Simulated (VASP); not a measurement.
Crystal: Zr7Cl.

```
Zr Cl
1.0
    -3.35200    3.35200    3.35200
     3.35200   -3.35200    3.35200
     3.35200    3.35200   -3.35200
Zr Cl
7 1
Direct
  0.00000 0.50000 0.50000
  0.50000 0.50000 0.00000
  0.50000 0.00000 0.50000
  0.00000 0.00000 0.50000
  0.00000 0.50000 0.00000
  0.50000 0.00000 0.00000
  0.50000 0.50000 0.50000
  0.00000 0.00000 0.00000
```

The cell was built from a structure type or drawn by symmetry, and may not be a known phase.

* Program: VASP 6.6.1
* Task: relaxation of cell and atoms
* Functional: PBE
* Potentials or basis: VASP PAW PBE potentials, release 64 (Zr_sv, Cl)
* Cutoff: 600 eV
* k mesh: 4 × 4 × 4
* Occupations: gaussian, width 0.1 eV
* Spin: no spin polarisation

At the start: pressure 17.0 GPa; volume 18.83 Å³/atom.

Problem. Where does the relaxation end?

Solution. Over 3 steps the energy falls by 168.5 meV/atom and the volume is 22.44 Å³/atom (+19.1 %); space group Im-3m (No. 229, to 0.1 Å) before and after.

The path:
| step | energy change (eV) | largest force (eV/Å) | pressure (GPa) | volume (Å³) |
| --- | --- | --- | --- | --- |
| 1 | 0.0000 | 0.0000 | 16.95 | 150.65 |
| 2 | -0.9451 | 0.0000 | -6.52 | 198.40 |
| 3 | -1.3481 | 0.0000 | 0.08 | 179.49 |

Final structure:
```
Zr Cl
1.0
    -3.55351    3.55351    3.55351
     3.55351   -3.55351    3.55351
     3.55351    3.55351   -3.55351
Zr Cl
7 1
Direct
  0.00000 0.50000 0.50000
  0.50000 0.50000 0.00000
  0.50000 0.00000 0.50000
  0.00000 0.00000 0.50000
  0.00000 0.50000 0.00000
  0.50000 0.00000 0.00000
  0.50000 0.50000 0.50000
  0.00000 0.00000 0.00000
```

Caveat: the volume moved by over 15 % at a fixed basis, so the end points are rough; an odd number of electrons without spin polarisation forces a metal; a magnetic or distorted state may lie lower.
